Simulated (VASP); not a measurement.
# KI in VASP: a series of runs

The runs below take KI through single point, with PBE, LDA.

Program: VASP 6.6.1. These are calculated values, not measurements. Logs are shortened: lines on timing, memory, paths and dates and some standing lists are left out, and cuts for length are marked.

## Step 1: The cell of the first run

The typed cell holds 4 atoms: a = 4.899 Å, b = 4.899 Å, c = 8.591 Å, α = 90.00°, β = 90.00°, γ = 119.99°.

## Step 2: Single point, PBE

File INCAR:

```
SYSTEM = KI
PREC     = Accurate       ! precision mode
ENCUT    = 520            ! plane-wave cutoff, eV
EDIFF    = 1E-7           ! SCF threshold, eV
ISMEAR   = 0              ! smearing method
SIGMA    = 0.01           ! smearing width, eV
LREAL    = .False.        ! projectors in reciprocal space
LASPH    = .True.         ! aspherical terms in the spheres
NELM     = 60             ! most SCF steps
ALGO     = Normal         ! electronic algorithm
ISIF     = 2              ! what is computed and relaxed
LWAVE    = .False.        ! write WAVECAR
LCHARG   = .False.        ! write CHGCAR
GGA      = PE             ! functional
NBANDS   = 24             ! bands
```

File KPOINTS:

```
Automatic mesh
0
Gamma
  6 6 2
  0 0 0
```

File POSCAR:

```
KI
1.0
    2.4498408863     -4.2428074294      0.0000000000
    2.4498408863      4.2428074294      0.0000000000
    0.0000000000      0.0000000000      8.5908184291
K I
2 2
Direct
    0.5000000000      0.5000000000      0.5000000000
    0.5000000000      0.5000000000      0.0000000000
    0.8333975635      0.1666024365      0.2500000000
    0.1666024365      0.8333975635      0.7500000000
```

Potentials or basis: VASP PAW PBE potentials, release 64 (K_sv, I).

On the command line:

```
cat potpaw_PBE.64/K_sv/POTCAR potpaw_PBE.64/I/POTCAR > POTCAR
mpirun -np 1 vasp_std > vasp.out
```

OUTCAR:

```text
SYSTEM = KI
   PREC = Accurate
   ENCUT = 520
   EDIFF = 1E-7
   ISMEAR = 0
   LREAL = .False.
   LASPH = .True.
   NELM = 60
   ISIF = 2
   GGA = PE

 ion  position               nearest neighbor table
   1  0.500  0.500  0.500-   4 3.55   3 3.55   4 3.55   3 3.55   3 3.55   4 3.55
   2  0.500  0.500  0.000-   4 3.55   3 3.55   4 3.55   3 3.55   3 3.55   4 3.55
   3  0.833  0.167  0.250-   1 3.55   2 3.55   1 3.55   2 3.55   1 3.55   2 3.55
   4  0.167  0.833  0.750-   1 3.55   2 3.55   1 3.55   2 3.55   1 3.55   2 3.55

  LATTYP: Found a base centered orthorhombic cell.
 ALAT       =     4.8996817726
 B/A-ratio  =     1.7318706097
 C/A-ratio  =     1.7533421205

  Lattice vectors:

 A1 = (   2.4498408863,  -4.2428074294,   0.0000000000)
 A2 = (   2.4498408863,   4.2428074294,   0.0000000000)
 A3 = (   0.0000000000,   0.0000000000,   8.5908184291)

Analysis of symmetry for initial positions (statically):
=====================================================================
 Subroutine PRICEL returns:
 Original cell was already a primitive cell.

 Routine SETGRP: Setting up the symmetry group for a
 base centered orthorhombic supercell.

 Subroutine GETGRP returns: Found  8 space group operations
 (whereof  4 operations were pure point group operations)
 out of a pool of  8 trial point group operations.

The static configuration has the point symmetry C_2h.
 The point group associated with its full space group is D_2h.

Analysis of symmetry for dynamics (positions and initial velocities):
=====================================================================
 Subroutine PRICEL returns:
 Original cell was already a primitive cell.

 Routine SETGRP: Setting up the symmetry group for a
 base centered orthorhombic supercell.

 Subroutine GETGRP returns: Found  8 space group operations
 (whereof  4 operations were pure point group operations)
 out of a pool of  8 trial point group operations.

The dynamic configuration has the point symmetry C_2h.
 The point group associated with its full space group is D_2h.

 Subroutine INISYM returns: Found  8 space group operations
 (whereof  4 operations are pure point group operations),
 and found     1 'primitive' translations

----------------------------------------------------------------------------------------

                                     Primitive cell

  volume of cell :     178.5894

  direct lattice vectors                    reciprocal lattice vectors
     2.449840886 -4.242807429  0.000000000     0.204094887 -0.117846499  0.000000000
     2.449840886  4.242807429  0.000000000     0.204094887  0.117846499  0.000000000
     0.000000000  0.000000000  8.590818429     0.000000000  0.000000000  0.116403345

  length of vectors
     4.899299465  4.899299465  8.590818429     0.235674607  0.235674607  0.116403345

  position of ions in fractional coordinates (direct lattice)
     0.500000000  0.500000000  0.500000000
     0.500000000  0.500000000  0.000000000
     0.833397564  0.166602436  0.250000000
     0.166602436  0.833397564  0.750000000

  ion indices of the primitive-cell ions
   primitive index   ion index
                 1           1
                 2           2
                 3           3
                 4           4

----------------------------------------------------------------------------------------

 KPOINTS: Automatic mesh

Automatic generation of k-mesh.
 Grid dimensions read from file:
 generate k-points for:    6    6    2

 Generating k-lattice:

  Cartesian coordinates                     Fractional coordinates (reciprocal lattice)
     0.034015815 -0.019641083  0.000000000     0.166666667  0.000000000  0.000000000
     0.034015815  0.019641083  0.000000000     0.000000000  0.166666667  0.000000000
     0.000000000  0.000000000  0.058201672     0.000000000  0.000000000  0.500000000

  Length of vectors
     0.039279101  0.039279101  0.058201672

  Shift w.r.t. Gamma in fractional coordinates (k-lattice)
     0.000000000  0.000000000  0.000000000

 Subroutine IBZKPT returns following result:
 ===========================================

 Found     26 irreducible k-points:

 Following reciprocal coordinates:
            Coordinates               Weight
  0.000000  0.000000  0.000000      1.000000
  0.166667 -0.000000  0.000000      4.000000
  0.333333 -0.000000  0.000000      4.000000
  0.500000 -0.000000  0.000000      2.000000
  0.166667  0.166667  0.000000      2.000000
  0.333333  0.166667  0.000000      4.000000
[... 16 lines left out ...]
  0.333333  0.333333  0.500000      2.000000
  0.500000  0.333333  0.500000      4.000000
 [... further k-points ...]
   k-points           NKPTS =     26   k-points in BZ     NKDIM =     26   number of bands    NBANDS=     24
   number of dos      NEDOS =    301   number of ions     NIONS =      4
   total plane-waves  NPLWV =  82944
   dimension x,y,z NGX =    36 NGY =   36 NGZ =   64
   dimension x,y,z NGXF=    72 NGYF=   72 NGZF=  128
   ions per type =               2   2
   NGX,Y,Z   is equivalent  to a cutoff of  12.22, 12.22, 12.39 a.u.
   NGXF,Y,Z  is equivalent  to a cutoff of  24.43, 24.43, 24.77 a.u.
 SYSTEM =  KI
   PREC   = accura    normal or accurate (medium, high low for compatibility)
   ISTART =      0    job   : 0-new  1-cont  2-samecut
   ICHARG =      2    charge: 1-file 2-atom 10-const
   ISPIN  =      1    spin polarized calculation?
   LNONCOLLINEAR =      F non collinear calculations
   LSORBIT =      F    spin-orbit coupling
   LASPH  =      T    aspherical Exc in radial PAW
   ENCUT  =  520.0 eV  38.22 Ry    6.18 a.u.   9.11  9.11 15.97*2*pi/ulx,y,z
   NELM   =     60;   NELMIN=  2; NELMDL= -5     # of ELM steps
   EDIFF  = 0.1E-06   stopping-criterion for ELM
   LREAL  =      F    real-space projection
   EDIFFG = 0.1E-05   stopping-criterion for IOM
   NSW    =      0    number of steps for IOM
   IBRION =     -1    ionic relax: 0-MD 1-quasi-New 2-CG
   NFREE  =      0    steps in history (QN), initial steepest desc. (CG)
   ISIF   =      2    stress and relaxation
   ISYM   =      2    0-nonsym 1-usesym 2-fastsym
   POTIM  = 0.5000    time-step for ionic-motion
   TEBEG  =    0.0;   TEEND  =   0.0 temperature during run
   PSTRESS=    0.0 pullay stress
   NELECT =      32.0000    total number of electrons
   NUPDOWN=      -1.0000    fix difference up-down
   EMIN   =  10.00;   EMAX   =-10.00  energy-range for DOS
   EFERMI =   0.00;   METHOD = LEGACY
   ISMEAR =     0;   SIGMA  =   0.01  broadening in eV -4-tet -1-fermi 0-gaus
   EFERMI_NEDOS =   21; number of points for ismear=-14 and -15
   IALGO  =     38    algorithm
   IMIX   =      4    mixing-type and parameters
     AMIX     =   0.40;   BMIX     =  1.00
     AMIX_MAG =   1.60;   BMIX_MAG =  1.00
  volume/ion in A,a.u.               =      44.65       301.30
  Fermi-wavevector in a.u.,A,eV,Ry     =   0.922939  1.744101 11.589661  0.851816
  Thomas-Fermi vector in A             =   2.048521
   LORBIT       =      0    0 simple, 1 ext, 2 COOP (PROOUT), +10 PAW based schemes
   GGA     = PE    functional components
   LHFCALC =     F    Hartree Fock is set to
   AEXX    =    0.0000 exact exchange contribution
   IVDW    =     0    specifies the selected vdW correction
   LEPSILON=     F    determine dielectric tensor
   LRPA    =     F    only Hartree local field effects (RPA)
 non-spin polarized calculation
 Gauss-broadening in eV      SIGMA  =   0.01
  energy-cutoff  :      520.00
  volume of cell :      178.59
 maximum number of plane-waves:      4836
   NGX = 19   NGY = 19   NGZ = 31

 number of electron      31.9999998 magnetization

 Free energy of the ion-electron system (eV)
  ---------------------------------------------------
  ext. energy  EPLUGINS =         0.00000000
  ---------------------------------------------------
  free energy    TOTEN  =       -11.04371411 eV

  energy without entropy =      -11.04371411  energy(sigma->0) =      -11.04371411

 E-fermi :  -0.3242     XC(G=0):  -7.1240

 val. band max:       -0.4028310665   @ k =   0.0000   0.0000   0.0000
 cond. band min:       3.4514665561   @ k =   0.0000   0.0000   0.0000
 fundamental gap:      3.8542976226
 Fermi energy:        -0.3242373119

 k-point     1 :       0.0000    0.0000    0.0000
  band No.  band energies     occupation
      1     -29.0588      2.00000
      2     -29.0540      2.00000
      3     -12.7143      2.00000
      4     -12.5460      2.00000
      5     -12.5460      2.00000
      6     -12.5335      2.00000
[... 16 lines left out ...]
     23       6.4857      0.00000
     24       7.2617      0.00000

 k-point     2 :       0.1667   -0.0000    0.0000
  band No.  band energies     occupation
      1     -29.0583      2.00000
      2     -29.0536      2.00000
      3     -12.6927      2.00000
      4     -12.5775      2.00000
      5     -12.5489      2.00000
      6     -12.5442      2.00000
[... 16 lines left out ...]
     23       6.6894      0.00000
     24       6.9299      0.00000

 k-point     3 :       0.3333   -0.0000    0.0000
  band No.  band energies     occupation
      1     -29.0575      2.00000
      2     -29.0528      2.00000
      3     -12.6622      2.00000
      4     -12.6204      2.00000
      5     -12.5655      2.00000
      6     -12.5547      2.00000
[... 16 lines left out ...]
     23       7.1910      0.00000
     24       7.6716      0.00000

 k-point     4 :       0.5000   -0.0000    0.0000
  band No.  band energies     occupation
      1     -29.0570      2.00000
      2     -29.0524      2.00000
      3     -12.6764      2.00000
      4     -12.6092      2.00000
      5     -12.5761      2.00000
      6     -12.5576      2.00000
[... 16 lines left out ...]
     23       7.7135      0.00000
     24       7.8045      0.00000

 k-point     5 :       0.1667    0.1667    0.0000
  band No.  band energies     occupation
      1     -29.0577      2.00000
      2     -29.0530      2.00000
      3     -12.6602      2.00000
      4     -12.6159      2.00000
      5     -12.5580      2.00000
      6     -12.5580      2.00000
[... 16 lines left out ...]
     23       6.9870      0.00000
     24       7.4525      0.00000

 k-point     6 :       0.3333    0.1667    0.0000
  band No.  band energies     occupation
      1     -29.0570      2.00000
      2     -29.0524      2.00000
      3     -12.6544      2.00000
      4     -12.6167      2.00000
      5     -12.5743      2.00000
      6     -12.5703      2.00000
[... 16 lines left out ...]
     23       7.3233      0.00000
     24       7.9742      0.00000
[... 379 lines left out ...]
 k-point    21 :      -0.3333    0.1667    0.5000
  band No.  band energies     occupation
      1     -29.0553      2.00000
      2     -29.0553      2.00000
      3     -12.6127      2.00000
      4     -12.6127      2.00000
      5     -12.5653      2.00000
      6     -12.5653      2.00000
[... 16 lines left out ...]
     23       7.4738      0.00000
     24       7.4738      0.00000

 k-point    22 :      -0.1667    0.1667    0.5000
  band No.  band energies     occupation
      1     -29.0560      2.00000
      2     -29.0560      2.00000
      3     -12.6172      2.00000
      4     -12.6172      2.00000
      5     -12.5533      2.00000
      6     -12.5533      2.00000
[... 16 lines left out ...]
     23       6.8797      0.00000
     24       6.8797      0.00000

 k-point    23 :       0.3333    0.3333    0.5000
  band No.  band energies     occupation
      1     -29.0545      2.00000
      2     -29.0545      2.00000
      3     -12.6107      2.00000
      4     -12.6107      2.00000
      5     -12.5714      2.00000
      6     -12.5714      2.00000
[... 16 lines left out ...]
     23       7.0675      0.00000
     24       7.0675      0.00000

 k-point    24 :       0.5000    0.3333    0.5000
  band No.  band energies     occupation
      1     -29.0547      2.00000
      2     -29.0547      2.00000
      3     -12.6170      2.00000
      4     -12.6170      2.00000
      5     -12.5656      2.00000
      6     -12.5656      2.00000
[... 16 lines left out ...]
     23       7.4652      0.00000
     24       7.4652      0.00000

 [... further k-points ...]

------------------------ aborting loop because EDIFF is reached ----------------------------------------

  FORCE on cell =-STRESS in cart. coord.  units (eV):
  Direction    XX          YY          ZZ          XY          YZ          ZX
  --------------------------------------------------------------------------------------
  -------------------------------------------------------------------------------------
  Total        0.5268982      0.5256694      0.5296446      0.0000000      0.0000000      0.0000000
  in kB        4.7269557      4.7159325      4.7515950      0.0000000      0.0000000      0.0000000
  external PRESSURE =       4.7314944 kB  Pullay stress =       0.0000000 kB

 VOLUME and BASIS-vectors are now :
 -----------------------------------------------------------------------------
  energy-cutoff  :      520.00
  volume of cell :      178.59
      direct lattice vectors                 reciprocal lattice vectors
     2.449840886 -4.242807429  0.000000000     0.204094887 -0.117846499  0.000000000
     2.449840886  4.242807429  0.000000000     0.204094887  0.117846499  0.000000000
     0.000000000  0.000000000  8.590818429     0.000000000  0.000000000  0.116403345

 POSITION                                       TOTAL-FORCE (eV/Angst)
 -----------------------------------------------------------------------------------
      2.44984      0.00000      4.29541         0.000000      0.000000      0.000000
      2.44984      0.00000      0.00000        -0.000000      0.000000      0.000000
      2.44984     -2.82908      2.14770        -0.000000      0.000467      0.000000
      2.44984      2.82908      6.44311        -0.000000     -0.000467      0.000000
 -----------------------------------------------------------------------------------
    total drift:                                0.000000      0.000000      0.000000

  FREE ENERGIE OF THE ION-ELECTRON SYSTEM (eV)
  ---------------------------------------------------
  free  energy   TOTEN  =       -11.0437141139 eV

  energy  without entropy=      -11.0437141139  energy(sigma->0) =      -11.04371411
```

It took 58 s on 1 thread of AMD EPYC 9R45 (Zen 5), shared host; peak memory 0.28 GiB.

What came out:

```
Free energy            : -11.0437 eV
Pressure               : 0.5 GPa
Band gap on the k mesh : 3.85 eV
```

Levels at points of the mesh, in eV from the valence-band top:
```tsv
k point	band 13	band 14	band 15	band 16	band 17	band 18	band 19	band 20
(0.00, 0.00, 0.00)	-0.27	-0.19	0.00	0.00	3.85	5.53	5.68	6.70
(0.50, 0.00, 0.00)	-0.67	-0.60	-0.36	-0.34	5.08	5.76	5.81	6.97
(0.50, 0.50, 0.00)	-0.67	-0.60	-0.36	-0.34	5.08	5.76	5.81	6.97
(0.00, 0.00, 0.50)	-0.14	-0.14	-0.14	-0.14	4.95	4.95	6.32	6.32
(0.50, 0.00, 0.50)	-0.52	-0.52	-0.35	-0.35	5.60	5.60	5.67	5.67
(0.50, 0.50, 0.50)	-0.52	-0.52	-0.35	-0.35	5.60	5.60	5.67	5.67
```

Caveat: spin-orbit coupling is left out, which moves the levels of the heavy elements.

## Step 3: Single point, LDA

This run uses another cell than the first one, of 39.73 Å³/atom.

File INCAR:

```
ALGO = Normal
EDIFF = 1E-6
ENCUT = 520
GGA = CA
ISIF = 2
ISMEAR = -1
LASPH = True
LCHARG = True
LELF = True
LREAL = False
LVHAR = True
LWAVE = False
NBANDS = 24
NELM = 100
PREC = Accurate
SIGMA = 0.02
```

File KPOINTS:

```
k-points
0
Gamma
  6 6 4
```

File POSCAR:

```
KI
1.0
    2.3509803630     -4.0719737324      0.0000000000
    2.3509803630      4.0719737324      0.0000000000
    0.0000000000      0.0000000000      8.3007550571
K I
2 2
Direct
    0.5000000000      0.5000000000      0.5000000000
    0.5000000000      0.5000000000      0.0000000000
    0.8333324221      0.1666675779      0.2500000000
    0.1666675779      0.8333324221      0.7500000000
```

Potentials or basis: VASP PAW LDA potentials, release 64 (K_sv, I).

On the command line:

```
cat potpaw_LDA.64/K_sv/POTCAR potpaw_LDA.64/I/POTCAR > POTCAR
mpirun -np 1 vasp_std > vasp.out
```

Wall time 40 s (1 thread of AMD EPYC 9R45 (Zen 5), shared host); peak memory 0.22 GiB.

The run converged. Its results:

```yaml
Free_energy: -12.2550 eV
Pressure: 0.1 GPa
Band_gap_on_the_k_mesh: 3.76 eV
```

Levels at points of the mesh, in eV from the valence-band top:
| k point | band 12 | band 13 | band 14 | band 15 | band 16 | band 17 | band 18 | band 19 | band 20 | band 21 |
| --- | --- | --- | --- | --- | --- | --- | --- | --- | --- | --- |
| (0.00, 0.00, 0.00) | -0.38 | -0.38 | -0.24 | 0.00 | 0.00 | 3.76 | 5.29 | 5.39 | 6.45 | 6.46 |
| (0.50, 0.00, 0.00) | -1.15 | -0.82 | -0.79 | -0.50 | -0.42 | 4.67 | 5.54 | 5.71 | 7.13 | 7.57 |
| (0.00, 0.00, 0.50) | -1.13 | -0.20 | -0.20 | -0.20 | -0.20 | 4.96 | 4.96 | 6.14 | 6.14 | 6.88 |
| (0.50, 0.00, 0.50) | -1.52 | -0.67 | -0.67 | -0.46 | -0.46 | 5.29 | 5.29 | 5.51 | 5.51 | 8.07 |

Caveat: spin-orbit coupling is left out, which moves the levels of the heavy elements. A k mesh can miss the band edges.
